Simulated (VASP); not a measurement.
# MgCr2Ag2O8 (Amm2) in VASP: a series of runs

MgCr2Ag2O8 is run at these levels: PBE, r2SCAN; tasks: electric field gradients.

Everything below comes from runs of VASP 6.6.1. Logs are shortened: lines on timing, memory, paths and dates and some standing lists are left out, and cuts for length are marked.

**1. The cell of the first run**

Symmetry: Amm2, No. 38, orthorhombic system. The conventional cell has a = 6.520 Å, b = 6.369 Å, c = 9.106 Å, α = 90.00°, β = 90.00°, γ = 90.00°. Within 2.6 Å of Mg (site symmetry mm2) lie 4 O at 1.98 to 2.09 Å. Cr (site symmetry mm2) has 4 O at 1.64 to 1.72 Å within 2.2 Å. Cr (site symmetry mm2) has 4 O at 1.65 to 1.72 Å within 2.2 Å. Within 3.2 Å of Ag (site symmetry m) lie 6 O at 2.32 to 2.53 Å and 1 Ag at 3.11 Å. Within 2.3 Å of O (site symmetry m) lie 1 Cr at 1.72 Å and 1 Mg at 2.09 Å. Within 2.2 Å of O (site symmetry m) lie 1 Cr at 1.65 Å. O (site symmetry m) has 1 Cr at 1.72 Å and 1 Mg at 1.98 Å and 1 Ag at 2.36 Å within 2.4 Å. O (site symmetry m) has 1 Cr at 1.64 Å within 2.2 Å.

**2. Electric field gradients, PBE**

INCAR reads:

```
PREC     = Accurate       # precision mode
ENCUT    = 520            # plane-wave cutoff, eV
EDIFF    = 1E-8           # SCF threshold, eV
ISMEAR   = -1             # smearing method
SIGMA    = 0.02           # smearing width, eV
LREAL    = False          # projectors in reciprocal space
LASPH    = True           # aspherical terms in the spheres
NELM     = 80             # most SCF steps
ALGO     = Normal         # electronic algorithm
ISIF     = 2              # what is computed and relaxed
LWAVE    = False          # write WAVECAR
LCHARG   = False          # write CHGCAR
GGA      = PE             # functional
LEFG     = True         
NBANDS   = 60             # bands
```

KPOINTS reads:

```
Automatic mesh
0
Gamma
  4 5 5
```

POSCAR reads:

```
MgCr2Ag2O8
1.0
    6.5201670000      0.0000000000      0.0000000000
    0.0000000000      3.1842770000      4.5529710000
    0.0000000000     -3.1842770000      4.5529710000
Mg Cr Ag O
1 2 2 8
Direct
    0.0000000000      0.6584220000      0.6584220000
    0.0000000000      0.3601960000      0.3601960000
    0.5000000000      0.6416890000      0.6416890000
    0.7381580000      0.0035940000      0.0035940000
    0.2618420000      0.0035940000      0.0035940000
    0.0000000000      0.2733120000      0.6892160000
    0.5000000000      0.3264010000      0.7451730000
    0.2780400000      0.7445950000      0.7445950000
    0.7969260000      0.2546070000      0.2546070000
    0.7219600000      0.7445950000      0.7445950000
    0.2030740000      0.2546070000      0.2546070000
    0.5000000000      0.7451730000      0.3264010000
    0.0000000000      0.6892160000      0.2733120000
```

Potentials or basis: VASP PAW PBE potentials, release 64 (Mg, Cr_pv, Ag, O).

Launch:

```console
> cat potpaw_PBE.64/Mg/POTCAR potpaw_PBE.64/Cr_pv/POTCAR potpaw_PBE.64/Ag/POTCAR potpaw_PBE.64/O/POTCAR > POTCAR
> mpirun -np 1 vasp_std > vasp.out
```

OUTCAR:

```text
PREC = Accurate
   ENCUT = 520
   EDIFF = 1E-8
   ISMEAR = -1
   LREAL = False
   LASPH = True
   NELM = 80
   ISIF = 2
   GGA = PE

 ion  position               nearest neighbor table
   1  0.000  0.658  0.658-   8 1.98  10 1.98   6 2.09  13 2.09   2 2.72   3 3.26   3 3.26   5 3.58
                             4 3.58
   2  0.000  0.360  0.360-   9 1.64  11 1.64   6 1.72  13 1.72   1 2.72
   3  0.500  0.642  0.642-   7 1.65  12 1.65  10 1.72   8 1.72   1 3.26   1 3.26
   4  0.738  0.004  0.004-   9 2.32  10 2.36   7 2.43  12 2.43   6 2.53  13 2.53   5 3.11   5 3.41
                             1 3.58
   5  0.262  0.004  0.004-  11 2.32   8 2.36   7 2.43  12 2.43   6 2.53  13 2.53   4 3.11   4 3.41
                             1 3.58
   6  0.000  0.273  0.689-   2 1.72   1 2.09   4 2.53   5 2.53
   7  0.500  0.326  0.745-   3 1.65   4 2.43   5 2.43
   8  0.278  0.745  0.745-   3 1.72   1 1.98   5 2.36
   9  0.797  0.255  0.255-   2 1.64   4 2.32
  10  0.722  0.745  0.745-   3 1.72   1 1.98   4 2.36
  11  0.203  0.255  0.255-   2 1.64   5 2.32
  12  0.500  0.745  0.326-   3 1.65   4 2.43   5 2.43
  13  0.000  0.689  0.273-   2 1.72   1 2.09   4 2.53   5 2.53

  LATTYP: Found a base centered orthorhombic cell.
 ALAT       =     6.3685540000
 B/A-ratio  =     1.4298288120
 C/A-ratio  =     1.0238065030

  Lattice vectors:

 A1 = (   0.0000000000,   3.1842770000,  -4.5529710000)
 A2 = (   0.0000000000,   3.1842770000,   4.5529710000)
 A3 = (   6.5201670000,   0.0000000000,   0.0000000000)

Analysis of symmetry for initial positions (statically):
=====================================================================
 Subroutine PRICEL returns:
 Original cell was already a primitive cell.

 Routine SETGRP: Setting up the symmetry group for a
 base centered orthorhombic supercell.

 Subroutine GETGRP returns: Found  4 space group operations
 (whereof  4 operations were pure point group operations)
 out of a pool of  8 trial point group operations.

The static configuration has the point symmetry C_2v.

Analysis of symmetry for dynamics (positions and initial velocities):
=====================================================================
 Subroutine PRICEL returns:
 Original cell was already a primitive cell.

 Routine SETGRP: Setting up the symmetry group for a
 base centered orthorhombic supercell.

 Subroutine GETGRP returns: Found  4 space group operations
 (whereof  4 operations were pure point group operations)
 out of a pool of  8 trial point group operations.

The dynamic configuration has the point symmetry C_2v.

 Subroutine INISYM returns: Found  4 space group operations
 (whereof  4 operations are pure point group operations),
 and found     1 'primitive' translations

----------------------------------------------------------------------------------------

                                     Primitive cell

  volume of cell :     189.0577

  direct lattice vectors                    reciprocal lattice vectors
     6.520167000  0.000000000  0.000000000     0.153370305  0.000000000  0.000000000
     0.000000000  3.184277000  4.552971000     0.000000000  0.157021515  0.109818402
     0.000000000 -3.184277000  4.552971000     0.000000000 -0.157021515  0.109818402

  length of vectors
     6.520167000  5.556002604  5.556002604     0.153370305  0.191613772  0.191613772

  position of ions in fractional coordinates (direct lattice)
     0.000000000  0.658422000  0.658422000
     0.000000000  0.360196000  0.360196000
     0.500000000  0.641689000  0.641689000
     0.738158000  0.003594000  0.003594000
     0.261842000  0.003594000  0.003594000
     0.000000000  0.273312000  0.689216000
     0.500000000  0.326401000  0.745173000
     0.278040000  0.744595000  0.744595000
     0.796926000  0.254607000  0.254607000
     0.721960000  0.744595000  0.744595000
     0.203074000  0.254607000  0.254607000
[... 116 lines left out ...]
   LHFCALC =     F    Hartree Fock is set to
   AEXX    =    0.0000 exact exchange contribution
   IVDW    =     0    specifies the selected vdW correction
   LEPSILON=     F    determine dielectric tensor
   LRPA    =     F    only Hartree local field effects (RPA)
 non-spin polarized calculation
  energy-cutoff  :      520.00
  volume of cell :      189.06
 maximum number of plane-waves:      5120
   NGX = 25   NGY = 21   NGZ = 21

 number of electron      96.0000000 magnetization

 Free energy of the ion-electron system (eV)
  ---------------------------------------------------
  ext. energy  EPLUGINS =         0.00000000
  ---------------------------------------------------
  free energy    TOTEN  =       -85.20457746 eV

  energy without entropy =      -85.20457746  energy(sigma->0) =      -85.20457746

 E-fermi :   2.3790     XC(G=0):  -9.5470

 val. band max:        1.7995302751   @ k =   0.0000   0.4000   0.4000
 cond. band min:       3.0252057868   @ k =   0.0000   0.0000   0.0000
 fundamental gap:      1.2256755117
 Fermi energy:         2.3789649253

 k-point     1 :       0.0000    0.0000    0.0000
  band No.  band energies     occupation
      1     -42.6885      2.00000
      2     -42.6031      2.00000
      3     -42.5920      2.00000
      4     -42.5849      2.00000
      5     -42.5699      2.00000
      6     -42.5373      2.00000
[... 1501 lines left out ...]
     59       7.2185      0.00000
     60       7.3322      0.00000

 [... further k-points ...]

------------------------ aborting loop because EDIFF is reached ----------------------------------------

  FORCE on cell =-STRESS in cart. coord.  units (eV):
  Direction    XX          YY          ZZ          XY          YZ          ZX
  --------------------------------------------------------------------------------------
  -------------------------------------------------------------------------------------
  Total       -2.1098947     -1.7122093     -2.2919003      0.0000000      0.0000000      0.0000000
  in kB      -17.8803876    -14.5101862    -19.4228014      0.0000000      0.0000000      0.0000000
  external PRESSURE =     -17.2711251 kB  Pullay stress =       0.0000000 kB

 VOLUME and BASIS-vectors are now :
 -----------------------------------------------------------------------------
  energy-cutoff  :      520.00
  volume of cell :      189.06
      direct lattice vectors                 reciprocal lattice vectors
     6.520167000  0.000000000  0.000000000     0.153370305  0.000000000  0.000000000
     0.000000000  3.184277000  4.552971000     0.000000000  0.157021515  0.109818402
     0.000000000 -3.184277000  4.552971000     0.000000000 -0.157021515  0.109818402

 POSITION                                       TOTAL-FORCE (eV/Angst)
 -----------------------------------------------------------------------------------
      0.00000      0.00000      5.99555         0.000000     -0.000000     -0.058424
      0.00000      0.00000      3.27992         0.000000     -0.000000      0.031433
      3.26008      0.00000      5.84318         0.000000     -0.000000     -0.142180
      4.81291      0.00000      0.03273        -0.002772     -0.000000      0.012850
      1.70725      0.00000      0.03273         0.002772     -0.000000      0.012850
      0.00000     -1.32435      4.38236         0.000000      0.187713     -0.199350
      3.26008     -1.33349      4.87885         0.000000      0.253505      0.236454
      1.81287      0.00000      6.78024         0.196513     -0.000000     -0.100047
      5.19609      0.00000      2.31844         0.281309     -0.000000      0.134679
      4.70730      0.00000      6.78024        -0.196513     -0.000000     -0.100047
      1.32408      0.00000      2.31844        -0.281309     -0.000000      0.134679
      3.26008      1.33349      4.87885         0.000000     -0.253505      0.236454
      0.00000      1.32435      4.38236         0.000000     -0.187713     -0.199350
 -----------------------------------------------------------------------------------
    total drift:                                0.000000     -0.000001     -0.000164

  FREE ENERGIE OF THE ION-ELECTRON SYSTEM (eV)
  ---------------------------------------------------
  free  energy   TOTEN  =       -85.2045774563 eV

  energy  without entropy=      -85.2045774563  energy(sigma->0) =      -85.20457746

 Electric field gradients (V/A^2)
---------------------------------------------------------------------
 ion       V_xx      V_yy      V_zz      V_xy      V_xz      V_yz
---------------------------------------------------------------------
   1     -20.519    17.022     3.497     0.000    -0.000     0.000
   2     -25.644    44.007   -18.363    -0.000     0.000    -0.000
   3      -5.517   -17.861    23.379    -0.000     0.000     0.000
   4      26.210     5.822   -32.032     0.000    -3.869    -0.000
   5      26.210     5.822   -32.032     0.000     3.869    -0.000
   6     -35.287    22.440    12.847     0.000    -0.000   -20.150
   7       4.131    30.061   -34.192    -0.000     0.000    25.580
   8      21.459   -53.419    31.960     0.000   -24.196     0.000
   9      -0.771     1.609    -0.838    -0.000    26.132     0.000
  10      21.459   -53.419    31.960     0.000    24.196     0.000
  11      -0.771     1.609    -0.838    -0.000   -26.132     0.000
  12       4.131    30.061   -34.192     0.000    -0.000   -25.580
  13     -35.287    22.440    12.847    -0.000     0.000    20.150
---------------------------------------------------------------------

 Electric field gradients after diagonalization (V/A^2)
 (convention: |V_zz| > |V_xx| > |V_yy|)
----------------------------------------------------------------------
 ion       V_xx      V_yy      V_zz     asymmetry (V_yy - V_xx)/ V_zz
----------------------------------------------------------------------
   1      17.022     3.497   -20.519       0.659
   2     -25.644   -18.363    44.007       0.165
   3     -17.861    -5.517    23.379       0.528
   4      26.466     5.822   -32.288       0.639
   5      26.466     5.822   -32.288       0.639
   6     -35.287    -3.070    38.357       0.840
   7      39.001     4.131   -43.132       0.808
   8      51.469     1.950   -53.419       0.927
   9      25.328     1.609   -26.937       0.881
  10      51.469     1.950   -53.419       0.927
  11      25.328     1.609   -26.937       0.881
  12      39.001     4.131   -43.132       0.808
  13     -35.287    -3.070    38.357       0.840
----------------------------------------------------------------------

           NMR quadrupolar parameters

 Cq : quadrupolar parameter    Cq=e*Q*V_zz/h
 eta: asymmetry parameters     (V_yy - V_xx)/ V_zz
 Q  : nuclear electric quadrupole moment in mb (millibarn)
----------------------------------------------------------------------
 ion       Cq(MHz)       eta       Q (mb)
----------------------------------------------------------------------
   1      -0.050       0.659       1.000
   2       0.106       0.165       1.000
   3       0.057       0.528       1.000
   4      -0.078       0.639       1.000
   5      -0.078       0.639       1.000
   6       0.093       0.840       1.000
   7      -0.104       0.808       1.000
   8      -0.129       0.927       1.000
   9      -0.065       0.881       1.000
  10      -0.129       0.927       1.000
  11      -0.065       0.881       1.000
  12      -0.104       0.808       1.000
  13       0.093       0.840       1.000
----------------------------------------------------------------------
```

It took 7.3 min on 1 thread of AMD EPYC 7R13 (Zen 3), shared host; peak memory 0.42 GiB.

Results:

| Property | Result |
| --- | --- |
| Free energy | -85.2046 eV |
| Pressure | -1.7 GPa |
| Largest force | 0.347 eV/Å |
| Band gap on the k mesh | 1.23 eV (least direct gap 1.26 eV) |
| Largest electric field gradient by atom | Mg -20.5; Cr +44.0, +23.4; Ag -32.3; O +38.4, -43.1, -53.4, -26.9 (each value once) V/Å² |

Forces in eV/Å, atoms in the order of the input:
```
Mg   0.000  0.000 -0.058
Cr   0.000  0.000  0.031
Cr   0.000  0.000 -0.142
Ag  -0.003  0.000  0.013
Ag   0.003  0.000  0.013
O    0.000  0.188 -0.199
O    0.000  0.254  0.236
O    0.197  0.000 -0.100
O    0.281  0.000  0.135
O   -0.197  0.000 -0.100
O   -0.281  0.000  0.135
O    0.000 -0.254  0.236
O    0.000 -0.188 -0.199
```

Stress tensor (GPa, compression positive):
```
-1.79  0.00  0.00
 0.00 -1.45  0.00
 0.00  0.00 -1.94
```

Electric field gradients, principal values (V/Å²):
```tsv
atom	least	middle	greatest (by size)
1 Mg	3.497	17.022	-20.519
2 Cr	-18.363	-25.644	44.007
3 Cr	-5.517	-17.861	23.379
4 Ag	5.822	26.466	-32.288
5 Ag	5.822	26.466	-32.288
6 O	-3.070	-35.287	38.357
7 O	4.131	39.001	-43.132
8 O	1.950	51.469	-53.419
9 O	1.609	25.328	-26.937
10 O	1.950	51.469	-53.419
11 O	1.609	25.328	-26.937
12 O	4.131	39.001	-43.132
13 O	-3.070	-35.287	38.357
```

Caveat: without QUAD_EFG the Cq values of the log hold for a quadrupole moment of 1 mb, not for the nuclei; the run has no spin polarisation, though such a crystal can be magnetic. A k mesh can miss the band edges.

(Continued in part 2 of 2.)
